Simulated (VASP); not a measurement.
The system is Ta.

```
Ta
1.0
     2.88091    0.00000    0.00000
    -1.44045    2.49494    0.00000
     0.00000    0.00000    5.13160
Ta
2
Direct
  0.33333 0.66667 0.25000
  0.66667 0.33333 0.75000
```

This cell differs from its parent crystal: volume scaled by 0.98.

Program: VASP 6.6.1. Alike in all runs: task single point; no spin polarisation; cell as given; k mesh 11 × 11 × 5; cutoff (eV) 520.

Q: Order these runs on this cell by their pressure, lowest first.
A. level LDA; potentials or basis VASP PAW LDA potentials, release 64 (Ta_pv); smearing fermi-dirac 0.05 eV
B. level RPBE+D3(BJ); potentials or basis VASP PAW PBE potentials, release 64 (Ta_pv); smearing methfessel-paxton 0.2 eV
C. level PBEsol; potentials or basis VASP PAW PBE potentials, release 64 (Ta_pv); smearing fermi-dirac 0.05 eV
D. level PBE; potentials or basis VASP PAW PBE potentials, release 64 (Ta_pv); smearing fermi-dirac 0.05 eV

A: B (-35.6 GPa), A (-7.8 GPa), C (-3.5 GPa), D (3.0 GPa).

Caveats: the PAW data sets were made with another functional, which shifts forces and pressure a little (some runs); pairwise dispersion overbinds metals, which lowers pressure and volume (some runs).
